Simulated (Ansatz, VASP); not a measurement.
# MgO: VASP beside Ansatz

Contents of INCAR:

```
PREC     = Accurate       # precision mode
ENCUT    = 840            # plane-wave cutoff, eV
EDIFF    = 1E-6           # SCF threshold, eV
ISMEAR   = 0              # smearing method
SIGMA    = 0.05           # smearing width, eV
LREAL    = F              # projectors in reciprocal space
LASPH    = T              # aspherical terms in the spheres
NELM     = 120            # most SCF steps
ALGO     = Normal         # electronic algorithm
ISIF     = 2              # what is computed and relaxed
LWAVE    = F              # write WAVECAR
LCHARG   = T              # write CHGCAR
LELF     = T              # ELF
LVHAR    = T            
NBANDS   = 15             # bands
GGA_COMPAT= F
```

Contents of KPOINTS:

```
Automatic mesh
0
Gamma
  6 6 6
```

The input POSCAR:

```
MgO
1.0
    0.0000000000      2.1351500000      2.1351500000
    2.1351500000      0.0000000000      2.1351500000
    2.1351500000      2.1351500000      0.0000000000
Mg O
1 1
Direct
    0.0351263377      0.0351263377     -0.0351263377
    0.5000000000      0.5000000000      0.5000000000
```

Input for Ansatz:

```yaml
crystal:
  lattice:
    - [0.0, 2.13515, 2.13515]
    - [2.13515, 0.0, 2.13515]
    - [2.13515, 2.13515, 0.0]
  atoms:
    - { symbol: Mg, position: [0.0351263377, 0.0351263377, -0.0351263377] }
    - { symbol: O, position: [0.5, 0.5, 0.5] }
basis:
  ecutwfc: 420
kpoints:
  mp_grid: { grid: [6, 6, 6] }
hamiltonian:
  xc: lda
scf:
  occupations: { method: gaussian, width: 0.05 }
output:
  forces: true
  stress: true
  eigenvalues: true
```

Change from the starting cell: all Mg atoms moved -0.150 Å, as atom 1 towards its neighbour atom 2 (O) at 2.135 Å.

Alike in both runs: task single point; functional LDA; k mesh 6 × 6 × 6; occupations gaussian, width 0.05 eV; no spin polarisation.

|  | VASP | Ansatz |
| --- | --- | --- |
| version | VASP 6.6.1 | Ansatz 0.2.0 |
| potentials or method | VASP PAW LDA potentials, release 64 (Mg_sv, O), cutoff 840 eV | scalar-relativistic, plane waves, PAW |
| valence electrons in the cell | 16 | 16 |

|  | VASP | Ansatz | Ansatz less VASP |
| --- | --- | --- | --- |
| gap on the k mesh at the Fermi level (eV) | 4.27 | 4.26 | -0.014 |
| least direct gap on the mesh (eV) | 4.27 | 4.26 | -0.014 |
| pressure (GPa) | -9.3 | -9.7 | -0.43 |
| traceless stress, the component that is largest in VASP (GPa) | 4.52 | 4.42 | -0.100 |
| rms of the force components (eV/Å) | 0.421 | 0.407 | -0.0139 |

LDA's correlation is that of Perdew and Zunger in VASP and of Perdew and Wang (1992) in Ansatz. Atom by atom the forces differ by 0.014 eV/Å (rms over components).

The k mesh is coarse, so the values compare programs but aren't converged.
